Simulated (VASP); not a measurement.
# Cs (Im-3m) in VASP: a series of runs, part 2 of 2

VASP 6.6.1. The steps go on from the part before.

**3. Single point, PBEsol**

This run uses another cell than the first one, of 109.25 Å³/atom, 1.094 times its volume.

INCAR

```
SYSTEM = Cs
  ALGO = Fast
  EDIFF = 1E-6
  ENCUT = 520
  GGA = PS
  ISIF = 2
  ISMEAR = -1
  LASPH = .TRUE.
  LCHARG = .FALSE.
  LREAL = .FALSE.
  LWAVE = .FALSE.
  NBANDS = 10
  NELM = 100
  PREC = Accurate
  SIGMA = 0.05
```

KPOINTS

```
k-points
0
G
  6 6 6
  0 0 0
```

POSCAR

```
Cs
1.0
   -3.0115532141      3.0115532141      3.0115532141
    3.0115532141     -3.0115532141      3.0115532141
    3.0115532141      3.0115532141     -3.0115532141
Cs
1
Direct
    0.0000000000      0.0000000000      0.0000000000
```

Potentials or basis: VASP PAW PBE potentials, release 64 (Cs_sv).

Command:

```bash
> cat potpaw_PBE.64/Cs_sv/POTCAR > POTCAR
> mpirun -np 1 vasp_std > vasp.out
```

OUTCAR:

```text
SYSTEM = Cs
   EDIFF = 1E-6
   ENCUT = 520
   GGA = PS
   ISIF = 2
   ISMEAR = -1
   LASPH = .TRUE.
   LREAL = .FALSE.
   NELM = 100
   PREC = Accurate

 ion  position               nearest neighbor table
   1  0.000  0.000  0.000-

  LATTYP: Found a body centered cubic cell.
 ALAT       =     6.0231064282

  Lattice vectors:

 A1 = (  -3.0115532141,   3.0115532141,   3.0115532141)
 A2 = (   3.0115532141,  -3.0115532141,   3.0115532141)
 A3 = (   3.0115532141,   3.0115532141,  -3.0115532141)

Analysis of symmetry for initial positions (statically):
=====================================================================
 Subroutine PRICEL returns:
 Original cell was already a primitive cell.

 Routine SETGRP: Setting up the symmetry group for a
 body centered cubic supercell.

 Subroutine GETGRP returns: Found 48 space group operations
 (whereof 48 operations were pure point group operations)
 out of a pool of 48 trial point group operations.

The static configuration has the point symmetry O_h .

Analysis of symmetry for dynamics (positions and initial velocities):
=====================================================================
 Subroutine PRICEL returns:
 Original cell was already a primitive cell.

 Routine SETGRP: Setting up the symmetry group for a
 body centered cubic supercell.

 Subroutine GETGRP returns: Found 48 space group operations
 (whereof 48 operations were pure point group operations)
 out of a pool of 48 trial point group operations.

The dynamic configuration has the point symmetry O_h .

 Subroutine INISYM returns: Found 48 space group operations
 (whereof 48 operations are pure point group operations),
 and found     1 'primitive' translations

----------------------------------------------------------------------------------------

                                     Primitive cell

  volume of cell :     109.2526

  direct lattice vectors                    reciprocal lattice vectors
    -3.011553214  3.011553214  3.011553214     0.000000000  0.166027284  0.166027284
     3.011553214 -3.011553214  3.011553214     0.166027284  0.000000000  0.166027284
     3.011553214  3.011553214 -3.011553214     0.166027284  0.166027284  0.000000000

  length of vectors
     5.216163177  5.216163177  5.216163177     0.234798036  0.234798036  0.234798036

  position of ions in fractional coordinates (direct lattice)
     0.000000000  0.000000000  0.000000000

  ion indices of the primitive-cell ions
   primitive index   ion index
                 1           1

----------------------------------------------------------------------------------------

 KPOINTS: k-points

Automatic generation of k-mesh.
 Grid dimensions read from file:
 generate k-points for:    6    6    6

 Generating k-lattice:

  Cartesian coordinates                     Fractional coordinates (reciprocal lattice)
     0.000000000  0.027671214  0.027671214     0.166666667  0.000000000  0.000000000
     0.027671214  0.000000000  0.027671214     0.000000000  0.166666667  0.000000000
     0.027671214  0.027671214  0.000000000     0.000000000  0.000000000  0.166666667

  Length of vectors
     0.039133006  0.039133006  0.039133006

  Shift w.r.t. Gamma in fractional coordinates (k-lattice)
     0.000000000  0.000000000  0.000000000

 Subroutine IBZKPT returns following result:
 ===========================================

 Found     16 irreducible k-points:

 Following reciprocal coordinates:
            Coordinates               Weight
  0.000000  0.000000  0.000000      1.000000
  0.166667  0.000000  0.000000     12.000000
  0.333333  0.000000  0.000000     12.000000
  0.500000  0.000000  0.000000      6.000000
  0.166667  0.166667  0.000000     24.000000
  0.333333  0.166667 -0.000000     48.000000
[... 8 lines left out ...]
  0.500000  0.500000  0.333333     12.000000
  0.500000  0.500000  0.500000      1.000000
   k-points           NKPTS =     16   k-points in BZ     NKDIM =     16   number of bands    NBANDS=     10
   number of dos      NEDOS =    301   number of ions     NIONS =      1
   total plane-waves  NPLWV =  64000
   dimension x,y,z NGX =    40 NGY =   40 NGZ =   40
   dimension x,y,z NGXF=    80 NGYF=   80 NGZF=   80
   ions per type =               1
   NGX,Y,Z   is equivalent  to a cutoff of  12.75, 12.75, 12.75 a.u.
   NGXF,Y,Z  is equivalent  to a cutoff of  25.50, 25.50, 25.50 a.u.
 SYSTEM =  Cs
   PREC   = accura    normal or accurate (medium, high low for compatibility)
   ISTART =      0    job   : 0-new  1-cont  2-samecut
   ICHARG =      2    charge: 1-file 2-atom 10-const
   ISPIN  =      1    spin polarized calculation?
   LNONCOLLINEAR =      F non collinear calculations
   LSORBIT =      F    spin-orbit coupling
   LASPH  =      T    aspherical Exc in radial PAW
   ENCUT  =  520.0 eV  38.22 Ry    6.18 a.u.   9.70  9.70  9.70*2*pi/ulx,y,z
   NELM   =    100;   NELMIN=  2; NELMDL= -5     # of ELM steps
   EDIFF  = 0.1E-05   stopping-criterion for ELM
   LREAL  =      F    real-space projection
   EDIFFG = 0.1E-04   stopping-criterion for IOM
   NSW    =      0    number of steps for IOM
   IBRION =     -1    ionic relax: 0-MD 1-quasi-New 2-CG
   NFREE  =      0    steps in history (QN), initial steepest desc. (CG)
   ISIF   =      2    stress and relaxation
   ISYM   =      2    0-nonsym 1-usesym 2-fastsym
   POTIM  = 0.5000    time-step for ionic-motion
   TEBEG  =    0.0;   TEEND  =   0.0 temperature during run
   PSTRESS=    0.0 pullay stress
   NELECT =       9.0000    total number of electrons
   NUPDOWN=      -1.0000    fix difference up-down
   EMIN   =  10.00;   EMAX   =-10.00  energy-range for DOS
   EFERMI =   0.00;   METHOD = LEGACY
   ISMEAR =    -1;   SIGMA  =   0.05  broadening in eV -4-tet -1-fermi 0-gaus
   EFERMI_NEDOS =   21; number of points for ismear=-14 and -15
   IALGO  =     68    algorithm
   IMIX   =      4    mixing-type and parameters
     AMIX     =   0.40;   BMIX     =  1.00
     AMIX_MAG =   1.60;   BMIX_MAG =  1.00
  volume/ion in A,a.u.               =     109.25       737.27
  Fermi-wavevector in a.u.,A,eV,Ry     =   0.712325  1.346100  6.903699  0.507408
  Thomas-Fermi vector in A             =   1.799671
   LORBIT       =      0    0 simple, 1 ext, 2 COOP (PROOUT), +10 PAW based schemes
   GGA     = PS    functional components
   LHFCALC =     F    Hartree Fock is set to
   AEXX    =    0.0000 exact exchange contribution
   IVDW    =     0    specifies the selected vdW correction
   LEPSILON=     F    determine dielectric tensor
   LRPA    =     F    only Hartree local field effects (RPA)
 non-spin polarized calculation
 RMM-DIIS sequential band-by-band and
  energy-cutoff  :      520.00
  volume of cell :      109.25
 maximum number of plane-waves:      2988
   NGX = 19   NGY = 19   NGZ = 19

 number of electron       8.9999998 magnetization

 Free energy of the ion-electron system (eV)
  ---------------------------------------------------
  ext. energy  EPLUGINS =         0.00000000
  ---------------------------------------------------
  free energy    TOTEN  =        -0.93831402 eV

  energy without entropy =       -0.91986499  energy(sigma->0) =       -0.92908950

 E-fermi :   0.5046     XC(G=0):  -5.6112

 val. band max:        0.4005958006   @ k =   0.1667   0.1667   0.1667
 cond. band min:       0.5121401520   @ k =   0.5000   0.0000   0.0000
 fundamental gap:      0.1115443514
 Fermi energy:         0.5045530664

 k-point     1 :       0.0000    0.0000    0.0000
  band No.  band energies     occupation
      1     -23.3135      2.00000
      2     -10.0247      2.00000
      3     -10.0247      2.00000
      4     -10.0247      2.00000
      5      -1.2356      2.00000
      6       3.0306      0.00000
      7       3.0306      0.00000
      8       3.0306      0.00000
      9       3.9430      0.00000
     10       3.9430      0.00000

 k-point     2 :       0.1667    0.0000    0.0000
  band No.  band energies     occupation
      1     -23.3114      2.00000
      2     -10.0674      2.00000
      3     -10.0384      2.00000
      4     -10.0248      2.00000
      5      -0.9191      2.00000
      6       2.6660      0.00000
      7       2.7320      0.00000
      8       3.3555      0.00000
      9       3.7031      0.00000
     10       3.9066      0.00000
[... 170 lines left out ...]
 k-point    16 :       0.5000    0.5000    0.5000
  band No.  band energies     occupation
      1     -23.2983      2.00000
      2     -10.1415      2.00000
      3     -10.1415      2.00000
      4     -10.1415      2.00000
      5       1.1147      0.00001
      6       1.1147      0.00001
      7       3.6365      0.00000
      8       3.6365      0.00000
      9       3.6365      0.00000
     10       5.0978      0.00000

------------------------ aborting loop because EDIFF is reached ----------------------------------------

  FORCE on cell =-STRESS in cart. coord.  units (eV):
  Direction    XX          YY          ZZ          XY          YZ          ZX
  --------------------------------------------------------------------------------------
  -------------------------------------------------------------------------------------
  Total       -0.0128791     -0.0128791     -0.0128791     -0.0000000      0.0000000     -0.0000000
  in kB       -0.1888712     -0.1888712     -0.1888712     -0.0000000      0.0000000     -0.0000000
  external PRESSURE =      -0.1888712 kB  Pullay stress =       0.0000000 kB

 VOLUME and BASIS-vectors are now :
 -----------------------------------------------------------------------------
  energy-cutoff  :      520.00
  volume of cell :      109.25
      direct lattice vectors                 reciprocal lattice vectors
    -3.011553214  3.011553214  3.011553214     0.000000000  0.166027284  0.166027284
     3.011553214 -3.011553214  3.011553214     0.166027284  0.000000000  0.166027284
     3.011553214  3.011553214 -3.011553214     0.166027284  0.166027284  0.000000000

 POSITION                                       TOTAL-FORCE (eV/Angst)
 -----------------------------------------------------------------------------------
      0.00000      0.00000      0.00000        -0.000000      0.000000     -0.000000
 -----------------------------------------------------------------------------------
    total drift:                               -0.000000     -0.000000     -0.000000

  FREE ENERGIE OF THE ION-ELECTRON SYSTEM (eV)
  ---------------------------------------------------
  free  energy   TOTEN  =        -0.9383140184 eV

  energy  without entropy=       -0.9198649890  energy(sigma->0) =       -0.92908950
```

OSZICAR:

```text
N       E                     dE             d eps       ncg     rms          rms(c)
DAV:   1     0.493658996686E+02    0.49366E+02   -0.29384E+03   320   0.629E+02
DAV:   2     0.308929231756E+01   -0.46277E+02   -0.45496E+02   432   0.108E+02
DAV:   3    -0.886761868309E+00   -0.39761E+01   -0.39727E+01   368   0.380E+01
DAV:   4    -0.938072788213E+00   -0.51311E-01   -0.51305E-01   426   0.496E+00
DAV:   5    -0.938262291559E+00   -0.18950E-03   -0.18950E-03   444   0.272E-01    0.129E-01
RMM:   6    -0.938020615680E+00    0.24168E-03   -0.81251E-04   332   0.147E-01    0.889E-02
RMM:   7    -0.938275426080E+00   -0.25481E-03   -0.31284E-03   347   0.283E-01    0.326E-02
RMM:   8    -0.938311929351E+00   -0.36503E-04   -0.12769E-04   439   0.720E-02    0.445E-03
RMM:   9    -0.938313816187E+00   -0.18868E-05   -0.30076E-05   465   0.268E-02    0.155E-03
RMM:  10    -0.938314018422E+00   -0.20223E-06   -0.36718E-06   429   0.115E-02
   1 F= -.93831402E+00 E0= -.92908950E+00  d E =-.184490E-01
```

It took 22 s on 1 thread of Intel Xeon Platinum 8375C at 2.90GHz (Ice Lake), shared host; peak memory 0.22 GiB.

Results:

```yaml
Free_energy: -0.9383 eV
Pressure: 0.0 GPa
```

Caveat: the PAW data sets were made with another functional, which shifts forces and pressure a little; spin-orbit coupling is left out, which moves the levels of the heavy elements.
